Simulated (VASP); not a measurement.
# Si (P6_3/mmc) in VASP: further runs, part 3 of 3

VASP 6.6.1.

## Step 6: Single point, r2SCAN (strain -0.050 along x and y, +0.025 along z)

POSCAR reads:

```
Si
1.0
    2.5322986339      0.0000000000      0.0000000000
   -1.2661493170      2.1930349470      0.0000000000
    0.0000000000      0.0000000000      4.6189260017
Si
2
Direct
    0.3333333333      0.6666666667      0.2500000000
    0.6666666667      0.3333333333      0.7500000000
```

INCAR.step1 reads:

```
ALGO = Normal
EDIFF = 1E-4
ENCUT = 520
GGA = PE
ISMEAR = 0
LASPH = True
LCHARG = False
LREAL = False
LWAVE = True
NBANDS = 11
NELM = 60
PREC = Accurate
SIGMA = 0.15
```

INCAR.step2 reads:

```
ALGO = Normal
EDIFF = 1E-7
ENCUT = 520
ISIF = 2
ISMEAR = 0
ISTART = 1
LASPH = True
LCHARG = False
LMIXTAU = True
LREAL = False
LWAVE = False
METAGGA = R2SCAN
NBANDS = 11
NELM = 60
PREC = Accurate
SIGMA = 0.15
```

KPOINTS reads:

```
k-points
0
Gamma
  24 24 10
```

Potentials or basis: VASP PAW PBE potentials, release 64 (Si).

Run with:

```bash
$ cat potpaw_PBE.64/Si/POTCAR > POTCAR
$ cp INCAR.step1 INCAR
$ mpirun -np 1 vasp_std > vasp.out
$ cp INCAR.step2 INCAR
$ mpirun -np 1 vasp_std > vasp.out
```

OUTCAR:

```text
EDIFF = 1E-7
   ENCUT = 520
   ISIF = 2
   ISMEAR = 0
   ISTART = 1
   LASPH = True
   LREAL = False
   METAGGA = R2SCAN
   NELM = 60
   PREC = Accurate

 ion  position               nearest neighbor table
   1  0.333  0.667  0.250-   2 2.73   2 2.73   2 2.73   2 2.73   2 2.73   2 2.73
   2  0.667  0.333  0.750-   1 2.73   1 2.73   1 2.73   1 2.73   1 2.73   1 2.73

  LATTYP: Found a hexagonal cell.
 ALAT       =     2.5322986339
 C/A-ratio  =     1.8240052496

  Lattice vectors:
[... 516 lines left out ...]
      4       9.8198      2.00000
      5      10.3287      2.00000
      6      11.7657      1.78456
      7      16.3652      0.00000
      8      20.5136      0.00000
      9      21.6590      0.00000
     10      23.9638      0.00000
     11      25.5302      0.00000

 [... further k-points ...]
[... 5 lines left out ...]
  --------------------------------------------------------------------------------------
  -------------------------------------------------------------------------------------
  Total        1.7101727      1.7101727      0.5667999     -0.0000000     -0.0000000      0.0000000
  in kB      106.8191386    106.8191386     35.4029037     -0.0000000     -0.0000000      0.0000000
  external PRESSURE =      83.0137270 kB  Pullay stress =       0.0000000 kB

 VOLUME and BASIS-vectors are now :
 -----------------------------------------------------------------------------
  energy-cutoff  :      520.00
  volume of cell :       25.65
      direct lattice vectors                 reciprocal lattice vectors
     2.532298634  0.000000000  0.000000000     0.394898132  0.227994543  0.000000000
    -1.266149317  2.193034947  0.000000000     0.000000000  0.455989086  0.000000000
     0.000000000  0.000000000  4.618926002     0.000000000  0.000000000  0.216500546

 POSITION                                       TOTAL-FORCE (eV/Angst)
 -----------------------------------------------------------------------------------
     -0.00000      1.46202      1.15473         0.000000      0.000000      0.000000
      1.26615      0.73101      3.46419        -0.000000     -0.000000      0.000000
 -----------------------------------------------------------------------------------
    total drift:                               -0.000000      0.000000     -0.000000

  FREE ENERGIE OF THE ION-ELECTRON SYSTEM (eV)
  ---------------------------------------------------
  free  energy   TOTEN  =       -16.0799498121 eV

  energy  without entropy=      -16.0728490102  energy(sigma->0) =      -16.07639941
```

OUTCAR.step1:

```text
EDIFF = 1E-4
   ENCUT = 520
   GGA = PE
   ISMEAR = 0
   LASPH = True
[... 560 lines left out ...]
 -----------------------------------------------------------------------------------
     -0.00000      1.46202      1.15473        -0.000000     -0.000000      0.000000
      1.26615      0.73101      3.46419         0.000000      0.000000      0.000000
 -----------------------------------------------------------------------------------
    total drift:                               -0.000000      0.000000     -0.000000

  FREE ENERGIE OF THE ION-ELECTRON SYSTEM (eV)
  ---------------------------------------------------
  free  energy   TOTEN  =        -9.6978229285 eV

  energy  without entropy=       -9.6898710527  energy(sigma->0) =       -9.69384699
```

OSZICAR.step1:

```text
N       E                     dE             d eps       ncg     rms          rms(c)
DAV:   1     0.633043344846E+01    0.63304E+01   -0.35579E+03  8068   0.623E+02
DAV:   2    -0.933227515501E+01   -0.15663E+02   -0.14999E+02 10778   0.879E+01
DAV:   3    -0.975383924851E+01   -0.42156E+00   -0.41393E+00 10634   0.114E+01
DAV:   4    -0.975519399330E+01   -0.13547E-02   -0.13546E-02  9713   0.800E-01
DAV:   5    -0.975519823484E+01   -0.42415E-05   -0.42415E-05 10193   0.417E-02    0.489E+00
DAV:   6    -0.971854909013E+01    0.36649E-01   -0.95798E-03  9179   0.470E-01    0.273E+00
DAV:   7    -0.969796336464E+01    0.20586E-01   -0.18607E-02  8935   0.660E-01    0.179E-01
DAV:   8    -0.969782930805E+01    0.13406E-03   -0.37190E-04 10442   0.128E-01    0.311E-02
DAV:   9    -0.969782292854E+01    0.63795E-05   -0.11485E-05  5049   0.199E-02
   1 F= -.96978229E+01 E0= -.96938470E+01  d E =-.795188E-02
```

It took 3.1 min on 1 thread of AMD EPYC 9R45 (Zen 5), shared host; peak memory 0.17 GiB.

What came out:

| Quantity | Value |
| --- | --- |
| Free energy | -16.0799 eV |
| Pressure | 8.3 GPa |
| Band gap on the k mesh | zero (bands 4 and 5 overlap by 13.64 eV) |

Caveat: the cell differs from its parent crystal (strain -0.050 along x and y, +0.025 along z); the cell stands under pressure; the PAW data sets were made with another functional, which shifts forces and pressure a little.

## Step 7: Overview

```csv
cell,gap on the mesh (eV),pressure (GPa)
"a = 2.532, b = 2.532, c = 4.281 Å, angles 90.0, 90.0, 120.0°, 2 atoms",none,19.3
"a = 2.532, b = 2.532, c = 4.394 Å, angles 90.0, 90.0, 120.0°, 2 atoms",none,14.7
"a = 2.532, b = 2.532, c = 4.506 Å, angles 90.0, 90.0, 120.0°, 2 atoms",none,11.1
"a = 2.599, b = 2.599, c = 4.281 Å, angles 90.0, 90.0, 120.0°, 2 atoms",none,10.8
"a = 2.532, b = 2.532, c = 4.619 Å, angles 90.0, 90.0, 120.0°, 2 atoms",none,8.3
```

Alike in all rows: task single point; level r2SCAN; potentials or basis VASP PAW PBE potentials, release 64 (Si); no spin polarisation; k mesh 24 × 24 × 10; cutoff (eV) 520; smearing gaussian 0.15 eV.

Caveats: the cell stands under pressure; the PAW data sets were made with another functional, which shifts forces and pressure a little.

Total energies depend on the potentials used, so only differences within one code and one set of settings carry meaning.
